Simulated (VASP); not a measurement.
Runs of VASP 6.6.1 on ZnO (krp). The structure is that of space group P6_3mc (No. 186), or close to it. The cells are those of the table. 

```csv
task,cell,k mesh,cutoff (eV),smearing,gap on the mesh (eV),pressure (GPa),relaxed volume (Å³/atom)
single point,"a = 3.315, b = 3.315, c = 5.353 Å, angles 90.0, 90.0, 120.0°, 4 atoms",9 × 9 × 4,520,gaussian 0.1 eV,0.78,1.1,-
relaxation of cell and atoms,"relaxed from a = 3.315, b = 3.315, c = 5.353 Å, angles 90.0, 90.0, 120.0°, 4 atoms",9 × 9 × 6,600,gaussian 0.02 eV,0.77,0.0,12.84
relaxation of cell and atoms,"relaxed from a = 3.249, b = 3.249, c = 5.204 Å, angles 90.0, 90.0, 120.0°, 4 atoms",9 × 9 × 4,600,gaussian 0.1 eV,0.78,0.0,12.84
single point,"a = 3.319, b = 3.319, c = 5.354 Å, angles 90.0, 90.0, 120.0°, 4 atoms",9 × 9 × 6,520,gaussian 0.02 eV,0.77,(a),-
```

Alike in all rows: level RPBE; potentials or basis VASP PAW PBE potentials, release 64 (Zn, O); no spin polarisation.

Q: Estimate the missing entries.

A: (a) 0.8.

Caveats: the PAW data sets were made with another functional, which shifts forces and pressure a little.

